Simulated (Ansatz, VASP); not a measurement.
Two plane-wave programs on KZnF3

The input POSCAR:

```
KZnF3
1.0
    4.1641440769      0.0000000000      0.0000000000
    0.0000000000      4.1641440769      0.0000000000
    0.0000000000      0.0000000000      3.8310125508
K Zn F
1 1 3
Direct
    0.0000000000      0.0000000000      0.0000000000
    0.5000000000      0.5000000000      0.5000000000
    0.5000000000      0.5000000000      0.0000000000
    0.0000000000      0.5000000000      0.5000000000
    0.5000000000      0.0000000000      0.5000000000
```

File INCAR.step1:

```
SYSTEM = KZnF3
PREC = Accurate
ENCUT = 520
ISMEAR = 0
SIGMA = 0.05
LREAL = .False.
LASPH = .True.
NELM = 100
NBANDS = 29
GGA = PE
ALGO = Normal
EDIFF = 1E-4
LWAVE = .True.
LCHARG = .False.
```

Contents of INCAR.step2:

```
SYSTEM = KZnF3
PREC = Accurate
ENCUT = 520
EDIFF = 1E-7
ISMEAR = 0
SIGMA = 0.05
LREAL = .False.
LASPH = .True.
NELM = 100
ALGO = Normal
ISIF = 2
LWAVE = .False.
LCHARG = .False.
METAGGA = R2SCAN
LMIXTAU = .True.
NBANDS = 29
ISTART = 1
```

File KPOINTS:

```
regular mesh
0
Gamma
  6 6 6
  0 0 0
```

Input for Ansatz:

```yaml
crystal:
  lattice:
    - [4.1641440769, 0.0, 0.0]
    - [0.0, 4.1641440769, 0.0]
    - [0.0, 0.0, 3.8310125508]
  atoms:
    - { symbol: K, position: [0.0, 0.0, 0.0] }
    - { symbol: Zn, position: [0.5, 0.5, 0.5] }
    - { symbol: F, position: [0.5, 0.5, 0.0] }
    - { symbol: F, position: [0.0, 0.5, 0.5] }
    - { symbol: F, position: [0.5, 0.0, 0.5] }
basis:
  ecutwfc: 500
kpoints:
  mp_grid: { grid: [6, 6, 6] }
hamiltonian:
  xc: r2scan
scf:
  occupations: { method: gaussian, width: 0.05 }
output:
  forces: true
  stress: true
  eigenvalues: true
```

Alike in both runs: task single point; functional r2SCAN; k mesh 6 × 6 × 6; occupations gaussian, width 0.05 eV; no spin polarisation.

|  | VASP | Ansatz |
| --- | --- | --- |
| version | VASP 6.6.1 | Ansatz 0.2.0 |
| potentials or method | VASP PAW PBE potentials, release 64 (K_sv, Zn, F), cutoff 520 eV | scalar-relativistic, plane waves, PAW |
| valence electrons in the cell | 42 | 42 |

```tsv
	VASP	Ansatz	Ansatz less VASP
gap on the k mesh at the Fermi level (eV)	4.36	4.41	+0.052
least direct gap on the mesh (eV)	6.52	6.54	+0.025
pressure (GPa)	0.9	0.6	-0.33
traceless stress, the component that is largest in VASP (GPa)	5.85	5.59	-0.267
```

VASP's potentials were made for PBE, not for r2SCAN.
